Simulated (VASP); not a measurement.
# Mg3Zn2O (P6_3/mmc) in VASP: relaxation of cell and atoms with PBE

Aim: the relaxation of cell and atoms of Mg3Zn2O with PBE.

Everything below comes from runs of VASP 6.6.1. Logs are shortened: lines on timing, memory, paths and dates and some standing lists are left out, and cuts for length are marked.

### Step 1. The cell of the first run

It takes space group P6_3/mmc (No. 194, hexagonal). The conventional cell has a = 6.068 Å, b = 6.068 Å, c = 6.133 Å, α = 90.00°, β = 90.00°, γ = 120.00°. Mg (site symmetry mm2) has 2 O at 2.24 Å and 2 Zn at 2.67 Å and 2 Mg at 2.83 Å within 3.0 Å. Within 3.1 Å of Zn (site symmetry 3m) lie 1 Zn at 2.31 Å and 3 Mg at 2.67 Å. Within 3.0 Å of O (site symmetry -3m) lie 6 Mg at 2.24 Å.

### Step 2. Relaxation of cell and atoms, PBE

Contents of INCAR:

```
PREC = Accurate
ENCUT = 600
EDIFF = 1E-6
ISMEAR = 0
SIGMA = 0.1
LREAL = False
LASPH = True
NELM = 60
ALGO = Normal
ISIF = 3
LWAVE = False
LCHARG = False
GGA = PE
IBRION = 2
NSW = 100
EDIFFG = -0.01
```

Contents of KPOINTS:

```
regular mesh
0
Gamma
  6 6 6
```

Contents of POSCAR:

```
Mg3Zn2O
1.0
    6.0681432587      0.0000000000      0.0000000000
   -3.0340716293      5.2551662158      0.0000000000
    0.0000000000      0.0000000000      6.1332791911
Mg Zn O
6 4 2
Direct
    0.1556970631      0.3113941261      0.2500000000
    0.6886058739      0.8443029369      0.2500000000
    0.1556970631      0.8443029369      0.2500000000
    0.8443029369      0.6886058739      0.7500000000
    0.3113941261      0.1556970631      0.7500000000
    0.8443029369      0.1556970631      0.7500000000
    0.6666666667      0.3333333333      0.4382570343
    0.3333333333      0.6666666667      0.5617429657
    0.3333333333      0.6666666667      0.9382570343
    0.6666666667      0.3333333333      0.0617429657
    0.0000000000      0.0000000000      0.5000000000
    0.0000000000      0.0000000000      0.0000000000
```

Potentials or basis: VASP PAW PBE potentials, release 64 (Mg, Zn, O).

Command:

```
$ cat potpaw_PBE.64/Mg/POTCAR potpaw_PBE.64/Zn/POTCAR potpaw_PBE.64/O/POTCAR > POTCAR
$ mpirun -np 1 vasp_std > vasp.out
```

OUTCAR:

```text
PREC = Accurate
   ENCUT = 600
   EDIFF = 1E-6
   ISMEAR = 0
   LREAL = False
   LASPH = True
   NELM = 60
   ISIF = 3
   GGA = PE
   IBRION = 2
   NSW = 100
   EDIFFG = -0.01

 ion  position               nearest neighbor table
   1  0.156  0.311  0.250-  11 2.24  12 2.24   8 2.67   9 2.67   3 2.83   2 2.83   3 3.23   2 3.23
                             7 3.25  10 3.25  10 3.25   7 3.25   5 3.48   5 3.48   6 3.48   6 3.48
   2  0.689  0.844  0.250-  11 2.24  12 2.24   8 2.67   9 2.67   1 2.83   3 2.83   1 3.23   3 3.23
                             7 3.25  10 3.25   7 3.25  10 3.25   4 3.48   4 3.48   6 3.48   6 3.48
   3  0.156  0.844  0.250-  11 2.24  12 2.24   8 2.67   9 2.67   1 2.83   2 2.83   1 3.23   2 3.23
                             7 3.25  10 3.25  10 3.25   7 3.25   5 3.48   5 3.48   4 3.48   4 3.48
   4  0.844  0.689  0.750-  11 2.24  12 2.24   7 2.67  10 2.67   6 2.83   5 2.83   6 3.23   5 3.23
                             9 3.25   8 3.25   9 3.25   8 3.25   2 3.48   2 3.48   3 3.48   3 3.48
   5  0.311  0.156  0.750-  11 2.24  12 2.24   7 2.67  10 2.67   4 2.83   6 2.83   4 3.23   6 3.23
                             8 3.25   9 3.25   9 3.25   8 3.25   1 3.48   1 3.48   3 3.48   3 3.48
   6  0.844  0.156  0.750-  11 2.24  12 2.24   7 2.67  10 2.67   4 2.83   5 2.83   4 3.23   5 3.23
                             9 3.25   8 3.25   8 3.25   9 3.25   2 3.48   2 3.48   1 3.48   1 3.48
   7  0.667  0.333  0.438-  10 2.31   6 2.67   4 2.67   5 2.67   2 3.25   2 3.25   3 3.25   3 3.25
                             1 3.25   1 3.25
   8  0.333  0.667  0.562-   9 2.31   3 2.67   1 2.67   2 2.67   5 3.25   5 3.25   6 3.25   6 3.25
                             4 3.25   4 3.25
   9  0.333  0.667  0.938-   8 2.31   3 2.67   1 2.67   2 2.67   5 3.25   5 3.25   6 3.25   6 3.25
                             4 3.25   4 3.25
  10  0.667  0.333  0.062-   7 2.31   6 2.67   4 2.67   5 2.67   2 3.25   2 3.25   3 3.25   3 3.25
                             1 3.25   1 3.25
  11  0.000  0.000  0.500-   1 2.24   4 2.24   2 2.24   5 2.24   3 2.24   6 2.24
  12  0.000  0.000  0.000-   1 2.24   4 2.24   2 2.24   5 2.24   3 2.24   6 2.24

  LATTYP: Found a hexagonal cell.
 ALAT       =     6.0681432587
 C/A-ratio  =     1.0107340795

  Lattice vectors:

 A1 = (   6.0681432587,   0.0000000000,   0.0000000000)
 A2 = (  -3.0340716293,   5.2551662158,   0.0000000000)
 A3 = (   0.0000000000,   0.0000000000,   6.1332791911)

Analysis of symmetry for initial positions (statically):
=====================================================================
 Subroutine PRICEL returns:
 Original cell was already a primitive cell.

 Routine SETGRP: Setting up the symmetry group for a
 hexagonal supercell.

 Subroutine GETGRP returns: Found 24 space group operations
 (whereof 12 operations were pure point group operations)
 out of a pool of 24 trial point group operations.

The static configuration has the point symmetry D_3d.
 The point group associated with its full space group is D_6h.

Analysis of symmetry for dynamics (positions and initial velocities):
=====================================================================
 Subroutine PRICEL returns:
 Original cell was already a primitive cell.

 Routine SETGRP: Setting up the symmetry group for a
 hexagonal supercell.

 Subroutine GETGRP returns: Found 24 space group operations
 (whereof 12 operations were pure point group operations)
 out of a pool of 24 trial point group operations.

The dynamic configuration has the point symmetry D_3d.
 The point group associated with its full space group is D_6h.

 Subroutine INISYM returns: Found 24 space group operations
 (whereof 12 operations are pure point group operations),
 and found     1 'primitive' translations

----------------------------------------------------------------------------------------

                                     Primitive cell

  volume of cell :     195.5848

  direct lattice vectors                    reciprocal lattice vectors
     6.068143259  0.000000000  0.000000000     0.164795055  0.095144469  0.000000000
    -3.034071629  5.255166216  0.000000000     0.000000000  0.190288938  0.000000000
     0.000000000  0.000000000  6.133279191     0.000000000  0.000000000  0.163044918

  length of vectors
     6.068143259  6.068143259  6.133279191     0.190288938  0.190288938  0.163044918

  position of ions in fractional coordinates (direct lattice)
     0.155697063  0.311394126  0.250000000
     0.688605874  0.844302937  0.250000000
     0.155697063  0.844302937  0.250000000
     0.844302937  0.688605874  0.750000000
     0.311394126  0.155697063  0.750000000
     0.844302937  0.155697063  0.750000000
     0.666666667  0.333333333  0.438257034
     0.333333333  0.666666667  0.561742966
     0.333333333  0.666666667  0.938257034
     0.666666667  0.333333333  0.061742966
     0.000000000  0.000000000  0.500000000
     0.000000000  0.000000000  0.000000000

  ion indices of the primitive-cell ions
   primitive index   ion index
                 1           1
                 2           2
                 3           3
                 4           4
                 5           5
                 6           6
                 7           7
                 8           8
                 9           9
                10          10
                11          11
                12          12

----------------------------------------------------------------------------------------

 KPOINTS: regular mesh

Automatic generation of k-mesh.
 Grid dimensions read from file:
 generate k-points for:    6    6    6

 Generating k-lattice:

  Cartesian coordinates                     Fractional coordinates (reciprocal lattice)
     0.027465842  0.015857412  0.000000000     0.166666667  0.000000000  0.000000000
     0.000000000  0.031714823  0.000000000     0.000000000  0.166666667  0.000000000
     0.000000000  0.000000000  0.027174153     0.000000000  0.000000000  0.166666667

  Length of vectors
     0.031714823  0.031714823  0.027174153

  Shift w.r.t. Gamma in fractional coordinates (k-lattice)
     0.000000000  0.000000000  0.000000000

 Subroutine IBZKPT returns following result:
 ===========================================

 Found     28 irreducible k-points:

 Following reciprocal coordinates:
            Coordinates               Weight
  0.000000  0.000000  0.000000      1.000000
  0.166667  0.000000  0.000000      6.000000
  0.333333 -0.000000  0.000000      6.000000
  0.500000  0.000000  0.000000      3.000000
  0.166667  0.166667  0.000000      6.000000
  0.333333  0.166667  0.000000     12.000000
[... 16 lines left out ...]
  0.166667  0.000000  0.500000      6.000000
  0.333333 -0.000000  0.500000      6.000000
 [... further k-points ...]
   k-points           NKPTS =     28   k-points in BZ     NKDIM =     28   number of bands    NBANDS=     43
   number of dos      NEDOS =    301   number of ions     NIONS =     12
   total plane-waves  NPLWV = 115200
   dimension x,y,z NGX =    48 NGY =   48 NGZ =   50
   dimension x,y,z NGXF=    96 NGYF=   96 NGZF=  100
   ions per type =               6   4   2
   NGX,Y,Z   is equivalent  to a cutoff of  13.15, 13.15, 13.55 a.u.
   NGXF,Y,Z  is equivalent  to a cutoff of  26.30, 26.30, 27.11 a.u.
 SYSTEM =  unknown system
   PREC   = accura    normal or accurate (medium, high low for compatibility)
   ISTART =      0    job   : 0-new  1-cont  2-samecut
   ICHARG =      2    charge: 1-file 2-atom 10-const
   ISPIN  =      1    spin polarized calculation?
   LNONCOLLINEAR =      F non collinear calculations
   LSORBIT =      F    spin-orbit coupling
   LASPH  =      T    aspherical Exc in radial PAW
   ENCUT  =  600.0 eV  44.10 Ry    6.64 a.u.  12.12 12.12 12.25*2*pi/ulx,y,z
   NELM   =     60;   NELMIN=  2; NELMDL= -5     # of ELM steps
   EDIFF  = 0.1E-05   stopping-criterion for ELM
   LREAL  =      F    real-space projection
   EDIFFG = -.1E-01   stopping-criterion for IOM
   NSW    =    100    number of steps for IOM
   IBRION =      2    ionic relax: 0-MD 1-quasi-New 2-CG
   NFREE  =      1    steps in history (QN), initial steepest desc. (CG)
   ISIF   =      3    stress and relaxation
   ISYM   =      2    0-nonsym 1-usesym 2-fastsym
   POTIM  = 0.5000    time-step for ionic-motion
   TEBEG  =    0.0;   TEEND  =   0.0 temperature during run
   PSTRESS=    0.0 pullay stress
   NELECT =      72.0000    total number of electrons
   NUPDOWN=      -1.0000    fix difference up-down
   EMIN   =  10.00;   EMAX   =-10.00  energy-range for DOS
   EFERMI =   0.00;   METHOD = LEGACY
   ISMEAR =     0;   SIGMA  =   0.10  broadening in eV -4-tet -1-fermi 0-gaus
   EFERMI_NEDOS =   21; number of points for ismear=-14 and -15
   IALGO  =     38    algorithm
   IMIX   =      4    mixing-type and parameters
     AMIX     =   0.40;   BMIX     =  1.00
     AMIX_MAG =   1.60;   BMIX_MAG =  1.00
  volume/ion in A,a.u.               =      16.30       109.99
  Fermi-wavevector in a.u.,A,eV,Ry     =   1.173295  2.217207 18.730077  1.376622
  Thomas-Fermi vector in A             =   2.309711
   LORBIT       =      0    0 simple, 1 ext, 2 COOP (PROOUT), +10 PAW based schemes
   GGA     = PE    functional components
   LHFCALC =     F    Hartree Fock is set to
   AEXX    =    0.0000 exact exchange contribution
   IVDW    =     0    specifies the selected vdW correction
   LEPSILON=     F    determine dielectric tensor
   LRPA    =     F    only Hartree local field effects (RPA)
 conjugate gradient relaxation of ions
 non-spin polarized calculation
 Gauss-broadening in eV      SIGMA  =   0.10
  energy-cutoff  :      600.00
  volume of cell :      195.58
 maximum number of plane-waves:      6568
   NGX = 25   NGY = 25   NGZ = 25

--------------------------------------- Ionic step        1  -------------------------------------------

 number of electron      72.0000039 magnetization

 Free energy of the ion-electron system (eV)
  ---------------------------------------------------
  ext. energy  EPLUGINS =         0.00000000
  ---------------------------------------------------
  free energy    TOTEN  =       -30.97251750 eV

  energy without entropy =      -30.94754956  energy(sigma->0) =      -30.96003353

------------------------ aborting loop because EDIFF is reached ----------------------------------------

  FORCE on cell =-STRESS in cart. coord.  units (eV):
  Direction    XX          YY          ZZ          XY          YZ          ZX
  --------------------------------------------------------------------------------------
  -------------------------------------------------------------------------------------
  Total        0.7682841      0.7682841     -1.3539055      0.0000000      0.0000000     -0.0000000
  in kB        6.2935749      6.2935749    -11.0908266      0.0000000      0.0000000     -0.0000000
  external PRESSURE =       0.4987744 kB  Pullay stress =       0.0000000 kB
[... 119 lines left out ...]
  FREE ENERGIE OF THE ION-ELECTRON SYSTEM (eV)
  ---------------------------------------------------
  free  energy   TOTEN  =       -30.9842921364 eV

  energy  without entropy=      -30.9616229535  energy(sigma->0) =      -30.97295754

[... ionic steps 4 to 16 ...]

--------------------------------------- Ionic step       17  -------------------------------------------

 number of electron      71.9999915 magnetization

------------------------ aborting loop because EDIFF is reached ----------------------------------------

  FORCE on cell =-STRESS in cart. coord.  units (eV):
  Direction    XX          YY          ZZ          XY          YZ          ZX
  --------------------------------------------------------------------------------------
  -------------------------------------------------------------------------------------
  Total        0.0086295      0.0086295     -0.1287709      0.0000000      0.0000000     -0.0000000
  in kB        0.0690231      0.0690231     -1.0299791      0.0000000      0.0000000     -0.0000000
  external PRESSURE =      -0.2973110 kB  Pullay stress =       0.0000000 kB
[... 77 lines left out ...]
  energy  without entropy=      -31.0139014387  energy(sigma->0) =      -31.02022181

--------------------------------------- Ionic step       19  -------------------------------------------

 number of electron      71.9999914 magnetization

 Free energy of the ion-electron system (eV)
  ---------------------------------------------------
  ext. energy  EPLUGINS =         0.00000000
  ---------------------------------------------------
  free energy    TOTEN  =       -31.02658852 eV

  energy without entropy =      -31.01390396  energy(sigma->0) =      -31.02024624

 E-fermi :   3.3330     XC(G=0):  -9.7614

 val. band max:        3.2506183393   @ k =   0.3333   0.1667   0.1667
 cond. band min:       3.3690272479   @ k =   0.3333   0.1667   0.0000
 fundamental gap:      0.1184089086
 Fermi energy:         3.3330334918

 k-point     1 :       0.0000    0.0000    0.0000
  band No.  band energies     occupation
      1     -16.2469      2.00000
      2     -15.7444      2.00000
      3      -4.9674      2.00000
      4      -4.8136      2.00000
      5      -4.4831      2.00000
      6      -4.4831      2.00000
[... 1093 lines left out ...]
     42       5.4584      0.00000
     43       7.8073      0.00000

 [... further k-points ...]
[... 5 lines left out ...]
  --------------------------------------------------------------------------------------
  -------------------------------------------------------------------------------------
  Total        0.0063056      0.0063056     -0.0833679      0.0000000      0.0000000      0.0000000
  in kB        0.0504342      0.0504342     -0.6667980      0.0000000      0.0000000      0.0000000
  external PRESSURE =      -0.1886432 kB  Pullay stress =       0.0000000 kB
[... 27 lines left out ...]
  FREE ENERGIE OF THE ION-ELECTRON SYSTEM (eV)
  ---------------------------------------------------
  free  energy   TOTEN  =       -31.0265885180 eV

  energy  without entropy=      -31.0139039598  energy(sigma->0) =      -31.02024624

 reached required accuracy - stopping structural energy minimisation
```

It took 24 min on 1 thread of Intel Xeon 6975P-C (Granite Rapids), shared host; peak memory 0.51 GiB.

Results:

```yaml
Free_energy: -31.0266 eV
Relaxed_volume: 16.69 Å³/atom
Relaxed_cell: a = 6.271 Å, b = 6.271 Å, c = 5.882 Å, α = 90.00°, β = 90.00°, γ = 120.00°
Space_group_after_relaxing_to_0.05_Å: P6_3/mmc (No. 194)
Energy_gained_by_relaxing: 4.5 meV/atom
Ionic_steps: 19
Pressure_after_relaxing: 0.0 GPa
Largest_force_after_relaxing: 0.005 eV/Å
Band_gap_on_the_k_mesh: zero (band 36 reaches 3.71 eV, above the bottom of band 37 at 2.64 eV)
```

Forces on the atoms (eV/Å):
```
Mg   0.000 -0.002  0.000
Mg   0.002  0.001  0.000
Mg  -0.002  0.001  0.000
Mg   0.000  0.002  0.000
Mg  -0.002 -0.001  0.000
Mg   0.002 -0.001  0.000
Zn   0.000  0.000 -0.005
Zn   0.000  0.000  0.005
Zn   0.000  0.000 -0.005
Zn   0.000  0.000  0.005
O    0.000  0.000  0.000
O    0.000  0.000  0.000
```

Step by step:
```csv
step,energy change (eV),largest force (eV/Å),pressure (GPa),volume (Å³)
1,0.0000,0.0226,0.05,195.58
2,-0.0093,0.0659,0.12,195.72
3,-0.0118,0.1142,0.19,195.82
4,-0.0190,0.0979,0.10,196.54
5,-0.0327,0.0899,-0.24,198.69
6,-0.0349,0.2814,-0.76,202.91
7,-0.0384,0.1790,-0.47,200.50
8,-0.0422,0.1597,-0.43,200.63
9,-0.0508,0.0985,-0.29,201.00
10,-0.0436,0.1019,0.06,201.69
11,-0.0525,0.0573,-0.21,201.23
12,-0.0525,0.0609,-0.21,201.21
13,-0.0533,0.0469,-0.12,200.95
14,-0.0538,0.0324,-0.07,200.69
15,-0.0540,0.0132,0.00,200.18
16,-0.0540,0.0127,-0.05,200.35
17,-0.0540,0.0102,-0.03,200.31
18,-0.0540,0.0116,-0.04,200.33
19,-0.0541,0.0053,-0.02,200.32
```

Final structure:
```
CELL_PARAMETERS angstrom
6.27107 0.00000 0.00000
-3.13554 5.43091 0.00000
0.00000 0.00000 5.88167
ATOMIC_POSITIONS crystal
Mg 0.15131 0.30262 0.25000
Mg 0.69738 0.84869 0.25000
Mg 0.15131 0.84869 0.25000
Mg 0.84869 0.69738 0.75000
Mg 0.30262 0.15131 0.75000
Mg 0.84869 0.15131 0.75000
Zn 0.66667 0.33333 0.44625
Zn 0.33333 0.66667 0.55375
Zn 0.33333 0.66667 0.94625
Zn 0.66667 0.33333 0.05375
O 0.00000 0.00000 0.50000
O 0.00000 0.00000 0.00000
```

Levels at points of the mesh, in eV from the Fermi level:
```
           k point  band 34  band 35  band 36  band 37  band 38  band 39
(0.00, 0.00, 0.00)    -2.62    -0.37    -0.23     0.25     0.25     1.25
(0.50, 0.00, 0.00)    -2.18    -2.03    -1.65     0.56     1.18     1.26
(0.00, 0.00, 0.50)    -1.44    -1.44    -1.44     1.04     1.04     1.04
(0.50, 0.00, 0.50)    -1.29    -1.05    -1.05     2.06     2.06     2.18
```
